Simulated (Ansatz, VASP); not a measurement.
## One calculation of Ti, two programs

```
CELL_PARAMETERS angstrom
2.95844 0.00000 0.00000
-1.47922 2.46161 0.00000
0.00000 0.00000 4.59099
ATOMIC_POSITIONS crystal
Ti 0.33333 0.66667 0.25000
Ti 0.66667 0.33333 0.75000
```

Change from the starting cell: strain +0.0200 x Voigt [1, -1, 0, 0, 0, 0], atoms carried along.

Alike in both runs: task single point; functional PBEsol; k mesh 24 × 24 × 14; occupations gaussian, width 0.15 eV; no spin polarisation.

|  | VASP | Ansatz |
| --- | --- | --- |
| version | VASP 6.6.1 | Ansatz 0.2.0 |
| potentials or method | VASP PAW PBE potentials, release 64 (Ti_sv), cutoff 520 eV | scalar-relativistic, plane waves, PAW |
| valence electrons in the cell | 24 | 24 |

Ansatz gave:

| Quantity | Value |
| --- | --- |
| gap on the k mesh at the Fermi level (eV) | none |
| pressure (GPa) | 0.1 |
| traceless stress, the component that is largest in VASP (GPa) | 2.64 |
| rms of the force components (eV/Å) | 0.067 |

Task: What did VASP give for the same quantities?

Result: gap on the k mesh at the Fermi level (eV): none; pressure (GPa): -0.2; traceless stress, the component that is largest in VASP (GPa): 2.62; rms of the force components (eV/Å): 0.066.

VASP's potentials were made for PBE, not for PBEsol. Atom by atom the forces differ by 0.001 eV/Å (rms over components). A gap of «none» marks a metal or a gap that the smearing closes. With one functional, cell and mesh, what is left measures potentials, basis and numerics.
